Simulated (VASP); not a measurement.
Tl, 1 atom in the cell. It takes space group Fm-3m (No. 225, cubic). Conventional cell: a = 4.893 Å, b = 4.893 Å, c = 4.893 Å, α = 90.00°, β = 90.00°, γ = 90.00°. Tl (site symmetry m-3m) has 12 Tl at 3.46 Å within 4.5 Å.  This cell differs from its parent crystal: volume scaled by 1.08.

```yaml
Program: VASP 6.6.1
Task: single point
Functional: LDA
Potentials_or_basis: VASP PAW LDA potentials, release 64 (Tl_d)
Cutoff: 520 eV
k_mesh: 13 × 13 × 13
Occupations: fermi-dirac, width 0.1 eV
Spin: no spin polarisation
Dipole_correction: no
Further_INCAR_settings: ALGO = Normal; EDIFF = 1e-06; NBANDS = 12
```

Potentials or basis: VASP PAW LDA potentials, release 64 (Tl_d).

Launch:

```sh
$ cat potpaw_LDA.64/Tl_d/POTCAR > POTCAR
$ mpirun -np 1 vasp_std > vasp.out
```

Hardware: 1 thread of AMD EPYC 7R13 Processor (Zen 3), on a shared host.

Task: Estimate the wall time of this run.

Result: Run time: 24 s on 1 thread of AMD EPYC 7R13 Processor (Zen 3), on a shared host, peak memory 0.13 GiB. Counts: scf iterations 9, k points 84.
